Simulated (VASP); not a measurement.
GaSb, 2 atoms in the cell. Symmetry: I-4m2, No. 119, tetragonal system. The conventional cell has a = 4.326 Å, b = 4.326 Å, c = 6.026 Å, α = 90.00°, β = 90.00°, γ = 90.00°. Within 3.5 Å of Ga (site symmetry -4m2) lie 4 Sb at 2.64 Å. Sb (site symmetry -4m2) has 4 Ga at 2.64 Å within 3.5 Å.  This cell differs from its parent crystal: strain -0.0150 x Voigt [1, 0, 0, 0, 0, 0].

```yaml
Program: VASP 6.6.1
Task: single point
Functional: PBEsol
Potentials_or_basis: VASP PAW PBE potentials, release 64 (Ga_d, Sb)
Cutoff: 520 eV
k_mesh: 14 × 14 × 14
Occupations: gaussian, width 0.15 eV
Spin: no spin polarisation
Dipole_correction: no
Further_INCAR_settings: ALGO = Normal; EDIFF = 1e-06; NBANDS = 16
```

Potentials or basis: VASP PAW PBE potentials, release 64 (Ga_d, Sb).

Command:

```sh
$ cat potpaw_PBE.64/Ga_d/POTCAR potpaw_PBE.64/Sb/POTCAR > POTCAR
$ mpirun -np 1 vasp_std > vasp.out
```

Hardware: 1 thread of Intel Xeon 8259CL, with other jobs on the host.

Problem. How long does it take, and how much memory?

Solution. Run time: 3.6 min on 1 thread of Intel Xeon 8259CL, on a shared host, peak memory 0.35 GiB. Counts: scf iterations 12, k points 244.
